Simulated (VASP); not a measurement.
# BaGe3W2 (P6/mmm) in VASP: a series of runs

BaGe3W2 is run at these levels: PBE; tasks: single point.

All numbers are computed with VASP 6.6.1; they aren't measurements. Logs are shortened: lines on timing, memory, paths and dates and some standing lists are left out, and cuts for length are marked.

## 1. The cell of the first run

The structure is hexagonal, space group P6/mmm (No. 191). Conventional cell: a = 6.929 Å, b = 6.929 Å, c = 3.213 Å, α = 90.00°, β = 90.00°, γ = 120.00°. Ba (site symmetry 6/mmm) has 2 Ba at 3.21 Å and 12 Ge at 3.82 Å and 6 W at 4.00 Å within 4.2 Å. Ge (site symmetry mmm) has 4 W at 2.57 Å and 6 Ge at 3.21 to 3.46 Å within 3.5 Å. Within 3.4 Å of W (site symmetry -6m2) lie 6 Ge at 2.57 Å and 2 W at 3.21 Å.

The cell was built from a structure type or drawn by symmetry, and may not be a known phase.

## 2. Single point, PBE

Input file INCAR:

```
PREC = Accurate
ENCUT = 520
EDIFF = 1E-7
ISMEAR = 0
SIGMA = 0.1
LREAL = F
LASPH = T
NELM = 100
ALGO = Fast
ISIF = 2
LWAVE = F
LCHARG = T
GGA = PE
LELF = T
LVHAR = T
NBANDS = 49
```

Input file KPOINTS:

```
regular mesh
0
Gamma
  6 6 12
```

Input file POSCAR:

```
BaGe3W2
1.0
    6.9288415131      0.0000000000      0.0000000000
   -3.4644207566      6.0005527692      0.0000000000
    0.0000000000      0.0000000000      3.2128105939
Ba Ge W
1 3 2
Direct
    0.0000000000      0.0000000000      0.0000000000
    0.5000000000      0.0000000000      0.5000000000
    0.5000000000      0.5000000000      0.5000000000
    0.0000000000      0.5000000000      0.5000000000
    0.3333333333      0.6666666667      0.0000000000
    0.6666666667      0.3333333333      0.0000000000
```

Potentials or basis: VASP PAW PBE potentials, release 64 (Ba_sv, Ge_d, W_sv).

The run is started by

```sh
> cat potpaw_PBE.64/Ba_sv/POTCAR potpaw_PBE.64/Ge_d/POTCAR potpaw_PBE.64/W_sv/POTCAR > POTCAR
> mpirun -np 1 vasp_std > vasp.out
```

OUTCAR:

```text
PREC = Accurate
   ENCUT = 520
   EDIFF = 1E-7
   ISMEAR = 0
   LREAL = F
   LASPH = T
   NELM = 100
   ISIF = 2
   GGA = PE

 ion  position               nearest neighbor table
   1  0.000  0.000  0.000-   2 3.82   2 3.82   2 3.82   2 3.82   3 3.82   3 3.82   3 3.82   3 3.82
                             4 3.82   4 3.82   4 3.82   4 3.82   6 4.00   5 4.00   5 4.00   6 4.00
   2  0.500  0.000  0.500-   5 2.57   6 2.57   5 2.57   6 2.57   1 3.82   1 3.82   1 3.82   1 3.82

   3  0.500  0.500  0.500-   5 2.57   6 2.57   5 2.57   6 2.57   1 3.82   1 3.82   1 3.82   1 3.82

   4  0.000  0.500  0.500-   5 2.57   6 2.57   5 2.57   6 2.57   1 3.82   1 3.82   1 3.82   1 3.82

   5  0.333  0.667  0.000-   4 2.57   4 2.57   2 2.57   2 2.57   3 2.57   3 2.57   1 4.00   1 4.00
                             1 4.00
   6  0.667  0.333  0.000-   4 2.57   4 2.57   2 2.57   2 2.57   3 2.57   3 2.57   1 4.00   1 4.00
                             1 4.00

  LATTYP: Found a hexagonal cell.
 ALAT       =     6.9288415131
 C/A-ratio  =     0.4636865467

  Lattice vectors:

 A1 = (   6.9288415131,   0.0000000000,   0.0000000000)
 A2 = (  -3.4644207566,   6.0005527692,   0.0000000000)
 A3 = (   0.0000000000,   0.0000000000,   3.2128105939)

Analysis of symmetry for initial positions (statically):
=====================================================================
 Subroutine PRICEL returns:
 Original cell was already a primitive cell.

 Routine SETGRP: Setting up the symmetry group for a
 hexagonal supercell.

 Subroutine GETGRP returns: Found 24 space group operations
 (whereof 24 operations were pure point group operations)
 out of a pool of 24 trial point group operations.

The static configuration has the point symmetry D_6h.

Analysis of symmetry for dynamics (positions and initial velocities):
=====================================================================
 Subroutine PRICEL returns:
 Original cell was already a primitive cell.

 Routine SETGRP: Setting up the symmetry group for a
 hexagonal supercell.

 Subroutine GETGRP returns: Found 24 space group operations
 (whereof 24 operations were pure point group operations)
 out of a pool of 24 trial point group operations.

The dynamic configuration has the point symmetry D_6h.

 Subroutine INISYM returns: Found 24 space group operations
 (whereof 24 operations are pure point group operations),
 and found     1 'primitive' translations

----------------------------------------------------------------------------------------

                                     Primitive cell

  volume of cell :     133.5786

  direct lattice vectors                    reciprocal lattice vectors
     6.928841513  0.000000000  0.000000000     0.144324271  0.083325657  0.000000000
    -3.464420757  6.000552769  0.000000000     0.000000000  0.166651313  0.000000000
     0.000000000  0.000000000  3.212810594     0.000000000  0.000000000  0.311253954

  length of vectors
     6.928841513  6.928841513  3.212810594     0.166651313  0.166651313  0.311253954

  position of ions in fractional coordinates (direct lattice)
     0.000000000  0.000000000  0.000000000
     0.500000000  0.000000000  0.500000000
     0.500000000  0.500000000  0.500000000
     0.000000000  0.500000000  0.500000000
     0.333333333  0.666666667  0.000000000
     0.666666667  0.333333333  0.000000000

  ion indices of the primitive-cell ions
   primitive index   ion index
                 1           1
                 2           2
                 3           3
                 4           4
                 5           5
                 6           6

----------------------------------------------------------------------------------------

 KPOINTS: regular mesh

Automatic generation of k-mesh.
 Grid dimensions read from file:
 generate k-points for:    6    6   12

 Generating k-lattice:

  Cartesian coordinates                     Fractional coordinates (reciprocal lattice)
     0.024054045  0.013887609  0.000000000     0.166666667  0.000000000  0.000000000
     0.000000000  0.027775219  0.000000000     0.000000000  0.166666667  0.000000000
     0.000000000  0.000000000  0.025937829     0.000000000  0.000000000  0.083333333

  Length of vectors
     0.027775219  0.027775219  0.025937829

  Shift w.r.t. Gamma in fractional coordinates (k-lattice)
     0.000000000  0.000000000  0.000000000

 Subroutine IBZKPT returns following result:
 ===========================================

 Found     49 irreducible k-points:

 Following reciprocal coordinates:
            Coordinates               Weight
  0.000000  0.000000  0.000000      1.000000
  0.166667 -0.000000  0.000000      6.000000
  0.333333 -0.000000  0.000000      6.000000
  0.500000 -0.000000  0.000000      3.000000
  0.166667  0.166667  0.000000      6.000000
  0.333333  0.166667  0.000000     12.000000
[... 16 lines left out ...]
  0.166667 -0.000000  0.250000     12.000000
  0.333333 -0.000000  0.250000     12.000000
 [... further k-points ...]
   k-points           NKPTS =     49   k-points in BZ     NKDIM =     49   number of bands    NBANDS=     49
   number of dos      NEDOS =    301   number of ions     NIONS =      6
   total plane-waves  NPLWV =  69984
   dimension x,y,z NGX =    54 NGY =   54 NGZ =   24
   dimension x,y,z NGXF=   108 NGYF=  108 NGZF=   48
   ions per type =               1   3   2
   NGX,Y,Z   is equivalent  to a cutoff of  12.96, 12.96, 12.42 a.u.
   NGXF,Y,Z  is equivalent  to a cutoff of  25.91, 25.91, 24.84 a.u.
 SYSTEM =  unknown system
   PREC   = accura    normal or accurate (medium, high low for compatibility)
   ISTART =      0    job   : 0-new  1-cont  2-samecut
   ICHARG =      2    charge: 1-file 2-atom 10-const
   ISPIN  =      1    spin polarized calculation?
   LNONCOLLINEAR =      F non collinear calculations
   LSORBIT =      F    spin-orbit coupling
   LASPH  =      T    aspherical Exc in radial PAW
   ENCUT  =  520.0 eV  38.22 Ry    6.18 a.u.  12.88 12.88  5.97*2*pi/ulx,y,z
   NELM   =    100;   NELMIN=  2; NELMDL= -5     # of ELM steps
   EDIFF  = 0.1E-06   stopping-criterion for ELM
   LREAL  =      F    real-space projection
   EDIFFG = 0.1E-05   stopping-criterion for IOM
   NSW    =      0    number of steps for IOM
   IBRION =     -1    ionic relax: 0-MD 1-quasi-New 2-CG
   NFREE  =      0    steps in history (QN), initial steepest desc. (CG)
   ISIF   =      2    stress and relaxation
   ISYM   =      2    0-nonsym 1-usesym 2-fastsym
   POTIM  = 0.5000    time-step for ionic-motion
   TEBEG  =    0.0;   TEEND  =   0.0 temperature during run
   PSTRESS=    0.0 pullay stress
   NELECT =      80.0000    total number of electrons
   NUPDOWN=      -1.0000    fix difference up-down
   EMIN   =  10.00;   EMAX   =-10.00  energy-range for DOS
   EFERMI =   0.00;   METHOD = LEGACY
   ISMEAR =     0;   SIGMA  =   0.10  broadening in eV -4-tet -1-fermi 0-gaus
   EFERMI_NEDOS =   21; number of points for ismear=-14 and -15
   IALGO  =     68    algorithm
   IMIX   =      4    mixing-type and parameters
     AMIX     =   0.40;   BMIX     =  1.00
     AMIX_MAG =   1.60;   BMIX_MAG =  1.00
  volume/ion in A,a.u.               =      22.26       150.24
  Fermi-wavevector in a.u.,A,eV,Ry     =   1.379937  2.607702 25.908557  1.904225
  Thomas-Fermi vector in A             =   2.504860
   LORBIT       =      0    0 simple, 1 ext, 2 COOP (PROOUT), +10 PAW based schemes
   GGA     = PE    functional components
   LHFCALC =     F    Hartree Fock is set to
   AEXX    =    0.0000 exact exchange contribution
   IVDW    =     0    specifies the selected vdW correction
   LEPSILON=     F    determine dielectric tensor
   LRPA    =     F    only Hartree local field effects (RPA)
 non-spin polarized calculation
 RMM-DIIS sequential band-by-band and
 Gauss-broadening in eV      SIGMA  =   0.10
  energy-cutoff  :      520.00
  volume of cell :      133.58
 maximum number of plane-waves:      3630
 NGX is ok and might be reduce to    54
   NGX = 25   NGY = 25   NGZ = 11

 number of electron      79.9999959 magnetization

 Free energy of the ion-electron system (eV)
  ---------------------------------------------------
  ext. energy  EPLUGINS =         0.00000000
  ---------------------------------------------------
  free energy    TOTEN  =       -39.39609164 eV

  energy without entropy =      -39.36968498  energy(sigma->0) =      -39.38288831

 E-fermi :   6.3347     XC(G=0): -10.8799

 val. band max:        6.3160855856   @ k =   0.1667   0.1667   0.3333
 cond. band min:       6.3355513744   @ k =   0.3333  -0.0000   0.3333
 fundamental gap:      0.0194657888
 Fermi energy:         6.3347010104

 k-point     1 :       0.0000    0.0000    0.0000
  band No.  band energies     occupation
      1     -67.5689      2.00000
      2     -67.5684      2.00000
      3     -31.8111      2.00000
      4     -31.8086      2.00000
      5     -31.8086      2.00000
      6     -31.8076      2.00000
[... 41 lines left out ...]
     48       9.8356      0.00000
     49       9.8356      0.00000

 k-point     2 :       0.1667   -0.0000    0.0000
  band No.  band energies     occupation
      1     -67.5689      2.00000
      2     -67.5684      2.00000
      3     -31.8109      2.00000
      4     -31.8087      2.00000
      5     -31.8078      2.00000
      6     -31.8075      2.00000
[... 41 lines left out ...]
     48       9.9162      0.00000
     49      10.9480      0.00000

 k-point     3 :       0.3333   -0.0000    0.0000
  band No.  band energies     occupation
      1     -67.5688      2.00000
      2     -67.5685      2.00000
      3     -31.8103      2.00000
      4     -31.8089      2.00000
      5     -31.8083      2.00000
      6     -31.8049      2.00000
[... 1081 lines left out ...]
     48       9.7794      0.00000
     49      10.1259      0.00000

 k-point    24 :       0.3333   -0.0000    0.2500
  band No.  band energies     occupation
      1     -67.5651      2.00000
      2     -67.5649      2.00000
      3     -31.9141      2.00000
      4     -31.9121      2.00000
      5     -31.7953      2.00000
      6     -31.7923      2.00000
[... 41 lines left out ...]
     48       9.5183      0.00000
     49       9.9073      0.00000

 [... further k-points ...]

------------------------ aborting loop because EDIFF is reached ----------------------------------------

  FORCE on cell =-STRESS in cart. coord.  units (eV):
  Direction    XX          YY          ZZ          XY          YZ          ZX
  --------------------------------------------------------------------------------------
  -------------------------------------------------------------------------------------
  Total        0.2468283      0.2468283      0.3976032     -0.0000000      0.0000000      0.0000000
  in kB        2.9605241      2.9605241      4.7689571     -0.0000000      0.0000000      0.0000000
  external PRESSURE =       3.5633351 kB  Pullay stress =       0.0000000 kB

 VOLUME and BASIS-vectors are now :
 -----------------------------------------------------------------------------
  energy-cutoff  :      520.00
  volume of cell :      133.58
      direct lattice vectors                 reciprocal lattice vectors
     6.928841513  0.000000000  0.000000000     0.144324271  0.083325657  0.000000000
    -3.464420757  6.000552769  0.000000000     0.000000000  0.166651313  0.000000000
     0.000000000  0.000000000  3.212810594     0.000000000  0.000000000  0.311253954

 POSITION                                       TOTAL-FORCE (eV/Angst)
 -----------------------------------------------------------------------------------
      0.00000      0.00000      0.00000        -0.000000      0.000000      0.000000
      3.46442      0.00000      1.60641        -0.000000      0.000000      0.000000
      1.73221      3.00028      1.60641        -0.000000      0.000000      0.000000
     -1.73221      3.00028      1.60641        -0.000000      0.000000      0.000000
     -0.00000      4.00037      0.00000        -0.000000      0.000000      0.000000
      3.46442      2.00018      0.00000         0.000000     -0.000000     -0.000000
 -----------------------------------------------------------------------------------
    total drift:                                0.000000      0.000000      0.000000

  FREE ENERGIE OF THE ION-ELECTRON SYSTEM (eV)
  ---------------------------------------------------
  free  energy   TOTEN  =       -39.3960916430 eV

  energy  without entropy=      -39.3696849771  energy(sigma->0) =      -39.38288831
```

Run time: 19 min. Hardware: 1 thread of Intel Xeon Platinum 8488C (Sapphire Rapids), shared host; peak memory 0.46 GiB.

Results:

```yaml
Free_energy: -39.3961 eV
Pressure: 0.4 GPa
Band_gap_on_the_k_mesh: zero (bands 40 and 41 overlap by 1.04 eV)
```

Stress tensor (GPa, compression positive):
```
0.30 0.00 0.00
0.00 0.30 0.00
0.00 0.00 0.48
```

Caveat: spin-orbit coupling is left out, which moves the levels of the heavy elements.

## 3. Single point, PBE

This run uses another cell than the first one, of 19.82 Å³/atom.

Input file INCAR:

```
ALGO     = Normal         # electronic algorithm
EDIFF    = 1E-6           # SCF threshold, eV
ENCUT    = 520            # plane-wave cutoff, eV
GGA      = PE             # functional
ISIF     = 2              # what is computed and relaxed
ISMEAR   = 0              # smearing method
LASPH    = True           # aspherical terms in the spheres
LCHARG   = False          # write CHGCAR
LREAL    = False          # projectors in reciprocal space
LWAVE    = False          # write WAVECAR
NBANDS   = 49             # bands
NELM     = 100            # most SCF steps
PREC     = Accurate       # precision mode
SIGMA    = 0.1            # smearing width, eV
```

Input file KPOINTS:

```
k-points
0
Gamma
  3 3 6
```

Input file POSCAR:

```
BaGe3W2
1.0
    6.3312268400      0.0000000000      0.0000000000
   -3.1656134200      5.4830032800      0.0000000000
    0.0000000000      0.0000000000      3.4262172300
Ba Ge W
1 3 2
Direct
    0.0000000000      0.0000000000      0.0000000000
    0.5000000000      0.0000000000      0.5000000000
    0.5000000000      0.5000000000      0.5000000000
    0.0000000000      0.5000000000      0.5000000000
    0.3333333300      0.6666666700      0.0000000000
    0.6666666700      0.3333333300      0.0000000000
```

Potentials or basis: VASP PAW PBE potentials, release 64 (Ba_sv, Ge_d, W_sv).

The run is started by

```sh
> cat potpaw_PBE.64/Ba_sv/POTCAR potpaw_PBE.64/Ge_d/POTCAR potpaw_PBE.64/W_sv/POTCAR > POTCAR
> mpirun -np 1 vasp_std > vasp.out
```

OUTCAR:

```text
EDIFF = 1E-6
   ENCUT = 520
   GGA = PE
   ISIF = 2
   ISMEAR = 0
   LASPH = True
   LREAL = False
   NELM = 100
   PREC = Accurate

 ion  position               nearest neighbor table
   1  0.000  0.000  0.000-   3 3.60   4 3.60   3 3.60   4 3.60   4 3.60   4 3.60   3 3.60   3 3.60
                             2 3.60   2 3.60   2 3.60   2 3.60   6 3.66   5 3.66   6 3.66   5 3.66
   2  0.500  0.000  0.500-   5 2.51   6 2.51   5 2.51   6 2.51   1 3.60   1 3.60   1 3.60   1 3.60
[... 826 lines left out ...]
  -------------------------------------------------------------------------------------
  Total        9.0376867      9.0376867      8.8276358      0.0000000     -0.0000000      0.0000000
  in kB      121.7437257    121.7437256    118.9141996      0.0000000     -0.0000000      0.0000000
  external PRESSURE =     120.8005503 kB  Pullay stress =       0.0000000 kB

 VOLUME and BASIS-vectors are now :
 -----------------------------------------------------------------------------
  energy-cutoff  :      520.00
  volume of cell :      118.94
      direct lattice vectors                 reciprocal lattice vectors
     6.331226840  0.000000000  0.000000000     0.157947271  0.091190899  0.000000000
    -3.165613420  5.483003280  0.000000000     0.000000000  0.182381799  0.000000000
     0.000000000  0.000000000  3.426217230     0.000000000  0.000000000  0.291867075

 POSITION                                       TOTAL-FORCE (eV/Angst)
 -----------------------------------------------------------------------------------
      0.00000      0.00000      0.00000        -0.000000      0.000000      0.000000
      3.16561      0.00000      1.71311        -0.000000      0.000000      0.000000
      1.58281      2.74150      1.71311        -0.000000      0.000000      0.000000
     -1.58281      2.74150      1.71311        -0.000000      0.000000      0.000000
     -0.00000      3.65534      0.00000        -0.000000     -0.000000      0.000000
      3.16561      1.82767      0.00000         0.000000      0.000000     -0.000000
 -----------------------------------------------------------------------------------
    total drift:                                0.000000      0.000000     -0.000000

  FREE ENERGIE OF THE ION-ELECTRON SYSTEM (eV)
  ---------------------------------------------------
  free  energy   TOTEN  =       -38.7013225946 eV

  energy  without entropy=      -38.6699872389  energy(sigma->0) =      -38.68565492
```

OSZICAR:

```text
N       E                     dE             d eps       ncg     rms          rms(c)
DAV:   1     0.102077860224E+04    0.10208E+04   -0.40112E+04  1544   0.376E+03
DAV:   2     0.123931324116E+03   -0.89685E+03   -0.86301E+03  1200   0.960E+02
DAV:   3    -0.296854473684E+02   -0.15362E+03   -0.14634E+03  1317   0.238E+02
DAV:   4    -0.401068689528E+02   -0.10421E+02   -0.10108E+02  1542   0.643E+01
DAV:   5    -0.404296629244E+02   -0.32279E+00   -0.32155E+00  1552   0.115E+01    0.290E+01
DAV:   6    -0.391730075810E+02    0.12567E+01   -0.92598E+00  1519   0.121E+01    0.877E+00
DAV:   7    -0.388210757511E+02    0.35193E+00   -0.20350E+00  1454   0.823E+00    0.751E+00
DAV:   8    -0.387005516453E+02    0.12052E+00   -0.34829E-01  1357   0.359E+00    0.790E-01
DAV:   9    -0.387017550018E+02   -0.12034E-02   -0.39174E-02  1510   0.125E+00    0.318E-01
DAV:  10    -0.387013511347E+02    0.40387E-03   -0.44433E-03  1392   0.382E-01    0.831E-02
DAV:  11    -0.387013544665E+02   -0.33318E-05   -0.59958E-04  1460   0.135E-01    0.403E-02
DAV:  12    -0.387013229284E+02    0.31538E-04   -0.63879E-05  1405   0.474E-02    0.223E-02
DAV:  13    -0.387013223834E+02    0.54498E-06   -0.21891E-05  1293   0.221E-02    0.663E-03
DAV:  14    -0.387013225946E+02   -0.21123E-06   -0.11011E-06   923   0.675E-03
   1 F= -.38701323E+02 E0= -.38685655E+02  d E =-.313354E-01
```

stdout:

```text
POSCAR found type information on POSCAR BaGeW
 POSCAR found :  3 types and       6 ions
 scaLAPACK will be used
 LDA part: xc-table for (Slater+PW92), standard interpolation
 POSCAR, INCAR and KPOINTS ok, starting setup
 FFT: planning ... GRIDC
 FFT: planning ... GRID_SOFT
 FFT: planning ... GRID
 WAVECAR not read
 entering main loop
```

It took 39 s on 1 thread of Intel Xeon 6975P-C (Granite Rapids), shared host; peak memory 0.27 GiB.

What came out:

- Free energy: -38.7013 eV
- Pressure: 12.1 GPa
- Band gap on the k mesh: zero (bands 40 and 41 overlap by 0.58 eV)

Stress tensor (GPa, compression positive):
```
12.17  0.00  0.00
 0.00 12.17  0.00
 0.00  0.00 11.89
```

Levels at points of the mesh, in eV from the Fermi level:
```
           k point  band 38  band 39  band 40  band 41  band 42  band 43
(0.00, 0.00, 0.00)    -0.73    -0.29    -0.29     0.03     0.11     0.11
(0.00, 0.00, 0.50)    -0.75    -0.64    -0.64     0.71     0.71     0.79
```

Caveat: the k points lie up to 0.38 Å⁻¹ apart, too coarse for converged energies and pressures of a metal; spin-orbit coupling is left out, which moves the levels of the heavy elements.

(Continued in part 2 of 2.)
